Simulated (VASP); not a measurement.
# Se (Im-3m) in VASP: a series of runs

Runs on Se. Level: LDA. Tasks: single point.

All numbers are computed with VASP 6.6.1; they aren't measurements. Logs are shortened: lines on timing, memory, paths and dates and some standing lists are left out, and cuts for length are marked.

## (1) The cell of the first run

Symmetry: Im-3m, No. 229, cubic system. Conventional cell: a = 2.668 Å, b = 2.668 Å, c = 2.668 Å, α = 90.00°, β = 90.00°, γ = 90.00°. Within 3.1 Å of Se (site symmetry m-3m) lie 14 Se at 2.31 to 2.67 Å.

This isn't the form of Se at room conditions, which is trigonal, of chains.

## (2) Single point, LDA (9.50 Å³/atom)

INCAR

```
PREC = Accurate
ENCUT = 520
EDIFF = 1E-7
ISMEAR = -1
SIGMA = 0.08
LREAL = F
LASPH = T
NELM = 80
ALGO = Normal
ISIF = 2
LWAVE = F
LCHARG = F
GGA = CA
NBANDS = 9
```

KPOINTS

```
Automatic mesh
0
Gamma
  15 15 15
```

POSCAR

```
Se
1.0
   -1.3342402192      1.3342402192      1.3342402192
    1.3342402192     -1.3342402192      1.3342402192
    1.3342402192      1.3342402192     -1.3342402192
Se
1
Direct
    0.0000000000      0.0000000000      0.0000000000
```

Potentials or basis: VASP PAW LDA potentials, release 64 (Se).

Run with:

```
cat potpaw_LDA.64/Se/POTCAR > POTCAR
mpirun -np 1 vasp_std > vasp.out
```

OUTCAR:

```text
PREC = Accurate
   ENCUT = 520
   EDIFF = 1E-7
   ISMEAR = -1
   LREAL = F
   LASPH = T
   NELM = 80
   ISIF = 2
   GGA = CA

 ion  position               nearest neighbor table
   1  0.000  0.000  0.000-

  LATTYP: Found a body centered cubic cell.
 ALAT       =     2.6684804384

  Lattice vectors:

 A1 = (  -1.3342402192,   1.3342402192,   1.3342402192)
 A2 = (   1.3342402192,  -1.3342402192,   1.3342402192)
 A3 = (   1.3342402192,   1.3342402192,  -1.3342402192)

Analysis of symmetry for initial positions (statically):
=====================================================================
 Subroutine PRICEL returns:
 Original cell was already a primitive cell.

 Routine SETGRP: Setting up the symmetry group for a
 body centered cubic supercell.

 Subroutine GETGRP returns: Found 48 space group operations
 (whereof 48 operations were pure point group operations)
 out of a pool of 48 trial point group operations.

The static configuration has the point symmetry O_h .

Analysis of symmetry for dynamics (positions and initial velocities):
=====================================================================
 Subroutine PRICEL returns:
 Original cell was already a primitive cell.

 Routine SETGRP: Setting up the symmetry group for a
 body centered cubic supercell.

 Subroutine GETGRP returns: Found 48 space group operations
 (whereof 48 operations were pure point group operations)
 out of a pool of 48 trial point group operations.

The dynamic configuration has the point symmetry O_h .

 Subroutine INISYM returns: Found 48 space group operations
 (whereof 48 operations are pure point group operations),
 and found     1 'primitive' translations

----------------------------------------------------------------------------------------

                                     Primitive cell

  volume of cell :       9.5008

  direct lattice vectors                    reciprocal lattice vectors
    -1.334240219  1.334240219  1.334240219     0.000000000  0.374745112  0.374745112
     1.334240219 -1.334240219  1.334240219     0.374745112  0.000000000  0.374745112
     1.334240219  1.334240219 -1.334240219     0.374745112  0.374745112  0.000000000

  length of vectors
     2.310971849  2.310971849  2.310971849     0.529969619  0.529969619  0.529969619

  position of ions in fractional coordinates (direct lattice)
     0.000000000  0.000000000  0.000000000

  ion indices of the primitive-cell ions
   primitive index   ion index
                 1           1

----------------------------------------------------------------------------------------

 KPOINTS: Automatic mesh

Automatic generation of k-mesh.
 Grid dimensions read from file:
 generate k-points for:   15   15   15

 Generating k-lattice:

  Cartesian coordinates                     Fractional coordinates (reciprocal lattice)
     0.000000000  0.024983007  0.024983007     0.066666667  0.000000000  0.000000000
     0.024983007  0.000000000  0.024983007     0.000000000  0.066666667  0.000000000
     0.024983007  0.024983007  0.000000000     0.000000000  0.000000000  0.066666667

  Length of vectors
     0.035331308  0.035331308  0.035331308

  Shift w.r.t. Gamma in fractional coordinates (k-lattice)
     0.000000000  0.000000000  0.000000000

 Subroutine IBZKPT returns following result:
 ===========================================

 Found    120 irreducible k-points:

 Following reciprocal coordinates:
            Coordinates               Weight
  0.000000  0.000000  0.000000      1.000000
  0.066667  0.000000  0.000000     12.000000
  0.133333  0.000000  0.000000     12.000000
  0.200000  0.000000  0.000000     12.000000
  0.266667  0.000000  0.000000     12.000000
  0.333333  0.000000  0.000000     12.000000
[... 16 lines left out ...]
  0.333333  0.200000  0.000000     48.000000
  0.400000  0.200000  0.000000     24.000000
 [... further k-points ...]
   k-points           NKPTS =    120   k-points in BZ     NKDIM =    120   number of bands    NBANDS=      9
   number of dos      NEDOS =    301   number of ions     NIONS =      1
   total plane-waves  NPLWV =   5832
   dimension x,y,z NGX =    18 NGY =   18 NGZ =   18
   dimension x,y,z NGXF=    36 NGYF=   36 NGZF=   36
   ions per type =               1
   NGX,Y,Z   is equivalent  to a cutoff of  12.95, 12.95, 12.95 a.u.
   NGXF,Y,Z  is equivalent  to a cutoff of  25.90, 25.90, 25.90 a.u.
 SYSTEM =  unknown system
   PREC   = accura    normal or accurate (medium, high low for compatibility)
   ISTART =      0    job   : 0-new  1-cont  2-samecut
   ICHARG =      2    charge: 1-file 2-atom 10-const
   ISPIN  =      1    spin polarized calculation?
   LNONCOLLINEAR =      F non collinear calculations
   LSORBIT =      F    spin-orbit coupling
   LASPH  =      T    aspherical Exc in radial PAW
   ENCUT  =  520.0 eV  38.22 Ry    6.18 a.u.   4.30  4.30  4.30*2*pi/ulx,y,z
   NELM   =     80;   NELMIN=  2; NELMDL= -5     # of ELM steps
   EDIFF  = 0.1E-06   stopping-criterion for ELM
   LREAL  =      F    real-space projection
   EDIFFG = 0.1E-05   stopping-criterion for IOM
   NSW    =      0    number of steps for IOM
   IBRION =     -1    ionic relax: 0-MD 1-quasi-New 2-CG
   NFREE  =      0    steps in history (QN), initial steepest desc. (CG)
   ISIF   =      2    stress and relaxation
   ISYM   =      2    0-nonsym 1-usesym 2-fastsym
   POTIM  = 0.5000    time-step for ionic-motion
   TEBEG  =    0.0;   TEEND  =   0.0 temperature during run
   PSTRESS=    0.0 pullay stress
   NELECT =       6.0000    total number of electrons
   NUPDOWN=      -1.0000    fix difference up-down
   EMIN   =  10.00;   EMAX   =-10.00  energy-range for DOS
   EFERMI =   0.00;   METHOD = LEGACY
   ISMEAR =    -1;   SIGMA  =   0.08  broadening in eV -4-tet -1-fermi 0-gaus
   EFERMI_NEDOS =   21; number of points for ismear=-14 and -15
   IALGO  =     38    algorithm
   IMIX   =      4    mixing-type and parameters
     AMIX     =   0.40;   BMIX     =  1.00
     AMIX_MAG =   1.60;   BMIX_MAG =  1.00
  volume/ion in A,a.u.               =       9.50        64.11
  Fermi-wavevector in a.u.,A,eV,Ry     =   1.404552  2.654219 26.841124  1.972767
  Thomas-Fermi vector in A             =   2.527102
   LORBIT       =      0    0 simple, 1 ext, 2 COOP (PROOUT), +10 PAW based schemes
   GGA     = CA    functional components
   LHFCALC =     F    Hartree Fock is set to
   AEXX    =    0.0000 exact exchange contribution
   IVDW    =     0    specifies the selected vdW correction
   LEPSILON=     F    determine dielectric tensor
   LRPA    =     F    only Hartree local field effects (RPA)
 non-spin polarized calculation
  energy-cutoff  :      520.00
  volume of cell :        9.50
 maximum number of plane-waves:       266
 NGX is ok and might be reduce to    18
   NGX =  9   NGY =  9   NGZ =  9

 number of electron       5.9999998 magnetization

 Free energy of the ion-electron system (eV)
  ---------------------------------------------------
  ext. energy  EPLUGINS =         0.00000000
  ---------------------------------------------------
  free energy    TOTEN  =         0.81475650 eV

  energy without entropy =        0.82015632  energy(sigma->0) =        0.81745641

 E-fermi :  19.0930     XC(G=0): -14.4082

 val. band max:       19.0588847714   @ k =  -0.4667   0.4667   0.4667
 cond. band min:      19.1371827833   @ k =  -0.2000   0.2000   0.0667
 fundamental gap:      0.0782980119
 Fermi energy:        19.0929984020

 k-point     1 :       0.0000    0.0000    0.0000
  band No.  band energies     occupation
      1      -7.6774      2.00000
      2      28.4768      0.00000
      3      28.4768      0.00000
      4      28.4768      0.00000
      5      33.8381      0.00000
      6      33.8381      0.00000
      7      33.8381      0.00000
      8      37.6362      0.00000
      9      37.7232      0.00000

 k-point     2 :       0.0667    0.0000    0.0000
  band No.  band energies     occupation
      1      -7.4882      2.00000
      2      26.7496      0.00000
      3      27.4500      0.00000
      4      28.2053      0.00000
      5      32.7365      0.00000
      6      33.3758      0.00000
      7      35.1544      0.00000
      8      35.9962      0.00000
      9      36.2486      0.00000

 k-point     3 :       0.1333    0.0000    0.0000
  band No.  band energies     occupation
      1      -6.9202      2.00000
      2      23.0976      0.00000
      3      25.6070      0.00000
      4      27.4480      0.00000
      5      31.0047      0.00000
      6      31.9250      0.00000
      7      35.7425      0.00000
      8      36.6903      0.00000
      9      37.8684      0.00000

 k-point     4 :       0.2000    0.0000    0.0000
  band No.  band energies     occupation
      1      -5.9731      2.00000
      2      19.0121      1.46666
      3      23.8203      0.00000
      4      26.4167      0.00000
      5      29.4408      0.00000
      6      30.6015      0.00000
      7      36.0766      0.00000
      8      37.8441      0.00000
      9      41.1166      0.00000
[... 205 lines left out ...]
 k-point    22 :       0.2667    0.2000   -0.0000
  band No.  band energies     occupation
      1      -0.6872      2.00000
      2      10.4747      2.00000
      3      13.5924      2.00000
      4      21.3514      0.00000
      5      30.9796      0.00000
      6      33.3451      0.00000
      7      38.8891      0.00000
      8      42.7203      0.00000
      9      45.6794      0.00000

 k-point    23 :       0.3333    0.2000    0.0000
  band No.  band energies     occupation
      1       1.5342      2.00000
      2       7.2998      2.00000
      3      12.9303      2.00000
      4      20.8508      0.00000
      5      30.6107      0.00000
      6      34.8963      0.00000
      7      38.6598      0.00000
      8      41.3729      0.00000
      9      48.3473      0.00000

 k-point    24 :       0.4000    0.2000    0.0000
  band No.  band energies     occupation
      1       3.5311      2.00000
      2       4.9691      2.00000
      3      12.7218      2.00000
      4      20.6820      0.00000
      5      30.4766      0.00000
      6      35.7982      0.00000
      7      38.6909      0.00000
      8      40.0941      0.00000
      9      51.9087      0.00000

 [... further k-points ...]

------------------------ aborting loop because EDIFF is reached ----------------------------------------

  FORCE on cell =-STRESS in cart. coord.  units (eV):
  Direction    XX          YY          ZZ          XY          YZ          ZX
  --------------------------------------------------------------------------------------
  -------------------------------------------------------------------------------------
  Total       16.7987704     16.7987704     16.7987704     -0.0000000      0.0000000     -0.0000000
  in kB     2832.8658092   2832.8658092   2832.8658092     -0.0000000      0.0000000     -0.0000000
  external PRESSURE =    2832.8658092 kB  Pullay stress =       0.0000000 kB

 VOLUME and BASIS-vectors are now :
 -----------------------------------------------------------------------------
  energy-cutoff  :      520.00
  volume of cell :        9.50
      direct lattice vectors                 reciprocal lattice vectors
    -1.334240219  1.334240219  1.334240219     0.000000000  0.374745112  0.374745112
     1.334240219 -1.334240219  1.334240219     0.374745112  0.000000000  0.374745112
     1.334240219  1.334240219 -1.334240219     0.374745112  0.374745112  0.000000000

 POSITION                                       TOTAL-FORCE (eV/Angst)
 -----------------------------------------------------------------------------------
      0.00000      0.00000      0.00000         0.000000      0.000000      0.000000
 -----------------------------------------------------------------------------------
    total drift:                                0.000000      0.000000      0.000000

  FREE ENERGIE OF THE ION-ELECTRON SYSTEM (eV)
  ---------------------------------------------------
  free  energy   TOTEN  =         0.8147564989 eV

  energy  without entropy=        0.8201563182  energy(sigma->0) =        0.81745641
```

It took 3.9 s on 1 thread of Intel Xeon 6975P-C (Granite Rapids), shared host; peak memory 0.12 GiB.

What came out:

```yaml
Free_energy: 0.8148 eV
Pressure: 283.3 GPa
Band_gap_on_the_k_mesh: zero (bands 3 and 4 overlap by 17.52 eV)
```

Caveat: the cell stands under pressure.

(Continued in part 2 of 2.)
